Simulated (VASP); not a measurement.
# Ni (Fm-3m) in VASP: further runs, part 2 of 2

VASP 6.6.1. The steps go on from the part before.

## Step 3: Single point, PBE, collinear spin, ferromagnetic start (10.01 Å³/atom)

This run uses another cell than the first one, of 10.01 Å³/atom.

INCAR reads:

```
PREC     = Accurate       # precision mode
ENCUT    = 520            # plane-wave cutoff, eV
EDIFF    = 1E-6           # SCF threshold, eV
ISMEAR   = -1             # smearing method
SIGMA    = 0.05           # smearing width, eV
LREAL    = False          # projectors in reciprocal space
LASPH    = True           # aspherical terms in the spheres
NELM     = 150            # most SCF steps
ALGO     = Normal         # electronic algorithm
ISIF     = 2              # what is computed and relaxed
LWAVE    = False          # write WAVECAR
LCHARG   = False          # write CHGCAR
ISPIN    = 2              # spin polarisation
MAGMOM   = 1              # initial moments
LORBIT   = 11             # projections on sites
LMAXMIX  = 4              # l up to which the mixer works
GGA      = PE             # functional
NBANDS   = 15             # bands
```

KPOINTS reads:

```
regular mesh
0
Gamma
  18 18 18
```

POSCAR reads:

```
Ni
1.0
    0.0000000000      1.7108303217      1.7108303217
    1.7108303217      0.0000000000      1.7108303217
    1.7108303217      1.7108303217      0.0000000000
Ni
1
Direct
    0.0000000000      0.0000000000      0.0000000000
```

Potentials or basis: VASP PAW PBE potentials, release 64 (Ni).

The run is started by

```sh
$ cat potpaw_PBE.64/Ni/POTCAR > POTCAR
$ mpirun -np 1 vasp_std > vasp.out
```

OUTCAR:

```text
PREC = Accurate
   ENCUT = 520
   EDIFF = 1E-6
   ISMEAR = -1
   LREAL = False
   LASPH = True
   NELM = 150
   ISIF = 2
   ISPIN = 2
   LORBIT = 11
   GGA = PE

 ion  position               nearest neighbor table
   1  0.000  0.000  0.000-

  LATTYP: Found a face centered cubic cell.
 ALAT       =     3.4216606434

  Lattice vectors:

 A1 = (   0.0000000000,   1.7108303217,   1.7108303217)
 A2 = (   1.7108303217,   0.0000000000,   1.7108303217)
 A3 = (   1.7108303217,   1.7108303217,   0.0000000000)

Analysis of symmetry for initial positions (statically):
=====================================================================
 Subroutine PRICEL returns:
 Original cell was already a primitive cell.

 Routine SETGRP: Setting up the symmetry group for a
 face centered cubic supercell.

 Subroutine GETGRP returns: Found 48 space group operations
 (whereof 48 operations were pure point group operations)
 out of a pool of 48 trial point group operations.

The static configuration has the point symmetry O_h .

Analysis of symmetry for dynamics (positions and initial velocities):
=====================================================================
 Subroutine PRICEL returns:
 Original cell was already a primitive cell.

 Routine SETGRP: Setting up the symmetry group for a
 face centered cubic supercell.

 Subroutine GETGRP returns: Found 48 space group operations
 (whereof 48 operations were pure point group operations)
 out of a pool of 48 trial point group operations.

The dynamic configuration has the point symmetry O_h .

Analysis of structural, dynamic, and magnetic symmetry:
=====================================================================
 Subroutine PRICEL returns:
 Original cell was already a primitive cell.

 Routine SETGRP: Setting up the symmetry group for a
 face centered cubic supercell.

 Subroutine GETGRP returns: Found 48 space group operations
 (whereof 48 operations were pure point group operations)
 out of a pool of 48 trial point group operations.

The overall configuration has the point symmetry O_h .

 Subroutine INISYM returns: Found 48 space group operations
 (whereof 48 operations are pure point group operations),
 and found     1 'primitive' translations

----------------------------------------------------------------------------------------

                                     Primitive cell

  volume of cell :      10.0150

  direct lattice vectors                    reciprocal lattice vectors
     0.000000000  1.710830322  1.710830322    -0.292255751  0.292255751  0.292255751
     1.710830322  0.000000000  1.710830322     0.292255751 -0.292255751  0.292255751
     1.710830322  1.710830322  0.000000000     0.292255751  0.292255751 -0.292255751

  length of vectors
     2.419479444  2.419479444  2.419479444     0.506201809  0.506201809  0.506201809

  position of ions in fractional coordinates (direct lattice)
     0.000000000  0.000000000  0.000000000

  ion indices of the primitive-cell ions
   primitive index   ion index
                 1           1

----------------------------------------------------------------------------------------

 KPOINTS: regular mesh

Automatic generation of k-mesh.
 Grid dimensions read from file:
 generate k-points for:   18   18   18

 Generating k-lattice:

[... 72 lines left out ...]
   NELECT =      10.0000    total number of electrons
   NUPDOWN=      -1.0000    fix difference up-down
   EMIN   =  10.00;   EMAX   =-10.00  energy-range for DOS
   EFERMI =   0.00;   METHOD = LEGACY
   ISMEAR =    -1;   SIGMA  =   0.05  broadening in eV -4-tet -1-fermi 0-gaus
   EFERMI_NEDOS =   21; number of points for ismear=-14 and -15
   IALGO  =     38    algorithm
   IMIX   =      4    mixing-type and parameters
     AMIX     =   0.40;   BMIX     =  1.00
     AMIX_MAG =   1.60;   BMIX_MAG =  1.00
  volume/ion in A,a.u.               =      10.01        67.58
  Fermi-wavevector in a.u.,A,eV,Ry     =   1.636281  3.092123 36.428451  2.677416
  Thomas-Fermi vector in A             =   2.727614
   LORBIT       =     11    0 simple, 1 ext, 2 COOP (PROOUT), +10 PAW based schemes
   GGA     = PE    functional components
   LHFCALC =     F    Hartree Fock is set to
   AEXX    =    0.0000 exact exchange contribution
   IVDW    =     0    specifies the selected vdW correction
   LEPSILON=     F    determine dielectric tensor
   LRPA    =     F    only Hartree local field effects (RPA)
 spin polarized calculation
  energy-cutoff  :      520.00
  volume of cell :       10.01
 maximum number of plane-waves:       283
 NGX is ok and might be reduce to    18
   NGX =  9   NGY =  9   NGZ =  9

 number of electron      10.0000000 magnetization       1.0000000

 number of electron       9.9999991 magnetization       0.6058547

 Free energy of the ion-electron system (eV)
  ---------------------------------------------------
  ext. energy  EPLUGINS =         0.00000000
  ---------------------------------------------------
  free energy    TOTEN  =        -5.42855361 eV

  energy without entropy =       -5.41635429  energy(sigma->0) =       -5.42245395

 E-fermi :  10.5962     XC(G=0): -13.7518

 val. band max:       10.5921019286   @ k =   0.4444   0.2222   0.0556
 cond. band min:      10.5993024345   @ k =   0.5000   0.4444   0.0556
 fundamental gap:      0.0072005059
 Fermi energy:        10.5961932617

 spin component 1

 k-point     1 :       0.0000    0.0000    0.0000
  band No.  band energies     occupation
      1       0.9978      1.00000
      2       7.9559      1.00000
      3       7.9559      1.00000
      4       7.9559      1.00000
      5       9.2751      1.00000
      6       9.2751      1.00000
      7      35.0215      0.00000
      8      39.5421      0.00000
      9      39.5421      0.00000
     10      39.5421      0.00000
     11      42.8012      0.00000
     12      42.8012      0.00000
     13      42.8012      0.00000
     14      45.5238      0.00000
[... 403 lines left out ...]
      4       8.2613      1.00000
      5       9.1608      1.00000
      6       9.5179      1.00000
      7      26.4601      0.00000
      8      33.6717      0.00000
      9      37.2231      0.00000
     10      39.6182      0.00000
     11      42.0256      0.00000
     12      42.2144      0.00000
     13      46.8423      0.00000
     14      48.2363      0.00000
     15      51.3311      0.00000

 [... further k-points ...]

 spin component 2

 k-point     1 :       0.0000    0.0000    0.0000
  band No.  band energies     occupation
      1       0.9730      1.00000
      2       8.6831      1.00000
      3       8.6831      1.00000
      4       8.6831      1.00000
      5       9.8416      1.00000
      6       9.8416      1.00000
      7      34.8823      0.00000
      8      39.5200      0.00000
      9      39.5200      0.00000
     10      39.5200      0.00000
     11      42.9133      0.00000
     12      42.9133      0.00000
     13      42.9133      0.00000
     14      45.4158      0.00000
[... 403 lines left out ...]
      4       8.9396      1.00000
      5       9.7816      1.00000
      6      10.1538      0.99986
      7      26.6024      0.00000
      8      33.6787      0.00000
      9      37.2126      0.00000
     10      39.6933      0.00000
     11      42.0749      0.00000
     12      42.1979      0.00000
     13      46.8447      0.00000
     14      48.3599      0.00000
     15      51.5350      0.00000

 [... further k-points ...]

------------------------ aborting loop because EDIFF is reached ----------------------------------------

  FORCE on cell =-STRESS in cart. coord.  units (eV):
  Direction    XX          YY          ZZ          XY          YZ          ZX
  --------------------------------------------------------------------------------------
  -------------------------------------------------------------------------------------
  Total        1.2542979      1.2542979      1.2542979      0.0000000      0.0000000     -0.0000000
  in kB      200.6598485    200.6598485    200.6598485      0.0000000      0.0000000     -0.0000000
  external PRESSURE =     200.6598485 kB  Pullay stress =       0.0000000 kB

 VOLUME and BASIS-vectors are now :
 -----------------------------------------------------------------------------
  energy-cutoff  :      520.00
  volume of cell :       10.01
      direct lattice vectors                 reciprocal lattice vectors
     0.000000000  1.710830322  1.710830322    -0.292255751  0.292255751  0.292255751
     1.710830322  0.000000000  1.710830322     0.292255751 -0.292255751  0.292255751
     1.710830322  1.710830322  0.000000000     0.292255751  0.292255751 -0.292255751

 POSITION                                       TOTAL-FORCE (eV/Angst)
 -----------------------------------------------------------------------------------
      0.00000      0.00000      0.00000        -0.000000     -0.000000      0.000000
 -----------------------------------------------------------------------------------
    total drift:                               -0.000000      0.000000     -0.000000

  FREE ENERGIE OF THE ION-ELECTRON SYSTEM (eV)
  ---------------------------------------------------
  free  energy   TOTEN  =        -5.4285536097 eV

  energy  without entropy=       -5.4163542860  energy(sigma->0) =       -5.42245395

 total charge

# of ion       s       p       d       tot
------------------------------------------
    1        0.535   0.577   8.359   9.470

 magnetization (x)

# of ion       s       p       d       tot
------------------------------------------
    1       -0.006  -0.025   0.641   0.610
```

Run time: 70 s. Hardware: 1 thread of Intel Xeon 8259CL, shared host; peak memory 0.16 GiB.

What came out:

- Free energy: -5.4286 eV
- Pressure: 20.1 GPa
- Net moment: 0.61 μB per cell
- Site moments: Ni +0.61 μB
- Valence electrons inside the program's atomic spheres: Ni 9.47

Levels at points of the mesh, in eV from the Fermi level:
Spin up:
```
           k point  band 3  band 4  band 5  band 6  band 7  band 8
(0.00, 0.00, 0.00)   -2.64   -2.64   -1.32   -1.32   24.43   28.95
(0.50, 0.00, 0.00)   -2.63   -0.57   -0.57   -0.44    6.29   22.88
(0.50, 0.50, 0.00)   -0.52   -0.41   -0.41    2.51    9.99   15.62
```
Spin down:
| k point | band 3 | band 4 | band 5 | band 6 | band 7 | band 8 |
| --- | --- | --- | --- | --- | --- | --- |
| (0.00, 0.00, 0.00) | -1.91 | -1.91 | -0.75 | -0.75 | 24.29 | 28.92 |
| (0.50, 0.00, 0.00) | -2.04 | -0.49 | 0.17 | 0.17 | 6.71 | 22.75 |
| (0.50, 0.50, 0.00) | 0.08 | 0.43 | 0.43 | 2.48 | 10.24 | 15.64 |

Caveat: the cell stands under pressure.

## Step 4: Single point, PBE, collinear spin, ferromagnetic start (10.01 Å³/atom)

This run uses another cell than the first one, of 10.01 Å³/atom.

INCAR reads:

```
SYSTEM = Ni
  PREC = Accurate
  ENCUT = 520
  EDIFF = 1E-6
  ISMEAR = -1
  SIGMA = 0.05
  LREAL = .FALSE.
  LASPH = .TRUE.
  NELM = 150
  ALGO = Normal
  ISIF = 2
  LWAVE = .FALSE.
  LCHARG = .FALSE.
  ISPIN = 2
  MAGMOM = 1
  LORBIT = 11
  LMAXMIX = 4
  GGA = PE
  NBANDS = 15
```

KPOINTS reads:

```
regular mesh
0
G
  18 18 18
  0 0 0
```

POSCAR is that of step 3.

The run is started by

```sh
$ cat potpaw_PBE.64/Ni/POTCAR > POTCAR
$ mpirun -np 1 vasp_std > vasp.out
```

It took 89 s on 1 thread of Intel Xeon 8259CL, shared host; peak memory 0.16 GiB.

The run converged. Its results:

```
Free energy                                           : -5.4286 eV
Pressure                                              : 20.1 GPa
Net moment                                            : 0.61 μB per cell
Site moments                                          : Ni +0.61 μB
Valence electrons inside the program's atomic spheres : Ni 9.47
```

Levels at points of the mesh, in eV from the Fermi level:
Spin up:
```csv
k point,band 2,band 3,band 4,band 5,band 6,band 7,band 8,band 9
"(0.00, 0.00, 0.00)",-2.64,-2.64,-2.64,-1.32,-1.32,24.43,28.95,28.95
"(0.50, 0.00, 0.00)",-2.63,-2.63,-0.57,-0.57,-0.44,6.29,22.88,26.16
"(0.50, 0.50, 0.00)",-4.64,-0.52,-0.41,-0.41,2.51,9.99,15.62,15.62
```
Spin down:
```tsv
k point	band 1	band 2	band 3	band 4	band 5	band 6	band 7	band 8	band 9	band 10
(0.00, 0.00, 0.00)	-9.62	-1.91	-1.91	-1.91	-0.75	-0.75	24.29	28.92	28.92	28.92
(0.50, 0.00, 0.00)	-4.88	-2.04	-2.04	-0.49	0.17	0.17	6.71	22.75	26.25	26.25
(0.50, 0.50, 0.00)	-4.84	-4.05	0.08	0.43	0.43	2.48	10.24	15.64	15.64	20.99
```

Caveat: the cell stands under pressure.

## Step 5: Single point, PBE, collinear spin, ferromagnetic start

This run uses another cell than the first one, of 10.89 Å³/atom.

INCAR reads:

```
PREC = Accurate
ENCUT = 520
EDIFF = 1E-7
ISMEAR = -1
SIGMA = 0.05
LREAL = F
LASPH = T
NELM = 150
ALGO = Normal
ISIF = 2
LWAVE = F
LCHARG = F
ISPIN = 2
MAGMOM = 1
LORBIT = 11
LMAXMIX = 4
GGA = PE
NBANDS = 15
```

KPOINTS reads:

```
Automatic mesh
0
Gamma
  18 18 18
```

POSCAR reads:

```
Ni
1.0
    0.0000000000      1.7590478890      1.7590478890
    1.7590478890      0.0000000000      1.7590478890
    1.7590478890      1.7590478890      0.0000000000
Ni
1
Direct
    0.0000000000      0.0000000000      0.0000000000
```

The run is started by

```sh
$ cat potpaw_PBE.64/Ni/POTCAR > POTCAR
$ mpirun -np 1 vasp_std > vasp.out
```

Wall time 2 min (1 thread of Intel Xeon 8259CL, shared host); peak memory 0.17 GiB.

Results (log left out):

| Item | Value |
| --- | --- |
| Free energy | -5.4786 eV |
| Pressure | 0.0 GPa |
| Net moment | 0.62 μB per cell |
| Site moments | Ni +0.63 μB |
| Valence electrons inside the program's atomic spheres | Ni 9.31 |

Levels at points of the mesh, in eV from the Fermi level:
Spin up:
| k point | band 3 | band 4 | band 5 | band 6 | band 7 | band 8 |
| --- | --- | --- | --- | --- | --- | --- |
| (0.00, 0.00, 0.00) | -2.42 | -2.42 | -1.25 | -1.25 | 23.72 | 27.58 |
| (0.50, 0.00, 0.00) | -2.40 | -0.59 | -0.59 | -0.29 | 5.66 | 22.21 |
| (0.50, 0.50, 0.00) | -0.54 | -0.47 | -0.47 | 2.45 | 9.22 | 14.82 |
Spin down:
```
           k point  band 3  band 4  band 5  band 6  band 7  band 8
(0.00, 0.00, 0.00)   -1.68   -1.68   -0.67   -0.67   23.56   27.56
(0.50, 0.00, 0.00)   -1.80   -0.35    0.15    0.15    6.08   22.07
(0.50, 0.50, 0.00)    0.06    0.39    0.39    2.41    9.46   14.83
```

## Step 6: Single point, PBE, collinear spin, ferromagnetic start

This run uses another cell than the first one, of 10.89 Å³/atom.

INCAR reads:

```
SYSTEM = Ni
PREC = Accurate
ENCUT = 520
EDIFF = 1E-6
ISMEAR = -1
SIGMA = 0.05
LREAL = .False.
LASPH = .True.
NELM = 150
ALGO = Normal
ISIF = 2
LWAVE = .False.
LCHARG = .False.
ISPIN = 2
MAGMOM = 1
LORBIT = 11
LMAXMIX = 4
GGA = PE
NBANDS = 15
```

KPOINTS reads:

```
Automatic mesh
0
Gamma
  18 18 18
  0 0 0
```

POSCAR is that of step 5.

Potentials or basis: VASP PAW PBE potentials, release 64 (Ni).

The run is started by

```sh
$ cat potpaw_PBE.64/Ni/POTCAR > POTCAR
$ mpirun -np 1 vasp_std > vasp.out
```

Run time: 1.8 min. Hardware: 1 thread of Intel Xeon 8259CL, shared host; peak memory 0.17 GiB.

The run converged. Its results:

- Free energy: -5.4786 eV
- Pressure: 0.0 GPa
- Net moment: 0.62 μB per cell
- Site moments: Ni +0.63 μB
- Valence electrons inside the program's atomic spheres: Ni 9.31

Levels at points of the mesh, in eV from the Fermi level:
Spin up:
```
           k point  band 2  band 3  band 4  band 5  band 6  band 7  band 8  band 9
(0.00, 0.00, 0.00)   -2.42   -2.42   -2.42   -1.25   -1.25   23.72   27.58   27.58
(0.50, 0.00, 0.00)   -2.40   -2.40   -0.59   -0.59   -0.29    5.66   22.21   24.67
(0.50, 0.50, 0.00)   -4.19   -0.54   -0.47   -0.47    2.45    9.22   14.82   14.82
```
Spin down:
| k point | band 1 | band 2 | band 3 | band 4 | band 5 | band 6 | band 7 | band 8 | band 9 | band 10 |
| --- | --- | --- | --- | --- | --- | --- | --- | --- | --- | --- |
| (0.00, 0.00, 0.00) | -9.04 | -1.68 | -1.68 | -1.68 | -0.67 | -0.67 | 23.56 | 27.56 | 27.56 | 27.56 |
| (0.50, 0.00, 0.00) | -4.40 | -1.80 | -1.80 | -0.35 | 0.15 | 0.15 | 6.08 | 22.07 | 24.75 | 24.75 |
| (0.50, 0.50, 0.00) | -4.30 | -3.58 | 0.06 | 0.39 | 0.39 | 2.41 | 9.46 | 14.83 | 14.83 | 19.89 |

## Step 7: The runs side by side

```csv
cell,gap on the mesh (eV),pressure (GPa),moment (μB)
"a = 2.347 Å, angles 60.0°, 1 atom",none,52.5,0.60
"a = 2.419 Å, angles 60.0°, 1 atom",none,20.1,0.61
"a = 2.488 Å, angles 60.0°, 1 atom",none,0.0,0.62
```

Alike in all rows: task single point; level PBE; potentials or basis VASP PAW PBE potentials, release 64 (Ni); spin collinear, ferromagnetic start; k mesh 18 × 18 × 18; cutoff (eV) 520; smearing fermi-dirac 0.05 eV.

Caveats: the cell stands under pressure (at least some runs).

Total energies depend on the potentials used, so only differences within one code and one set of settings carry meaning.
